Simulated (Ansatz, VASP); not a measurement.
**NbAs: VASP beside Ansatz**

```xyz
2
Lattice="1.8938 1.0934 2.9606 -1.8938 1.0934 2.9606 0.0000 -2.1867 2.9606" Properties=species:S:1:pos:R:3 pbc="T T T"
Nb    0.0000    0.0000    4.4409
As    0.0000    0.0000    0.0000
```

Alike in both runs: functional PBE; k mesh 6 × 6 × 6; occupations gaussian, width 0.2 eV; no spin polarisation.

Ansatz relaxed the structure, and its values are those at the end. VASP's run is a single point on that final structure, the one shown.

|  | VASP | Ansatz |
| --- | --- | --- |
| version | VASP 6.6.1 | Ansatz 0.2.0 |
| potentials or method | VASP PAW PBE potentials, release 64 (Nb_sv, As), cutoff 500 eV | scalar-relativistic, plane waves, PAW |
| valence electrons in the cell | 18 | 28 |

```csv
,VASP,Ansatz,Ansatz less VASP
gap on the k mesh at the Fermi level (eV),none,none,-
pressure (GPa),0.0,0.0,-0.01
```

A gap of «none» marks a metal or a gap that the smearing closes. VASP's potentials hold 18 valence electrons a cell and Ansatz's 28, so a difference there can come from the potentials and not from the codes.
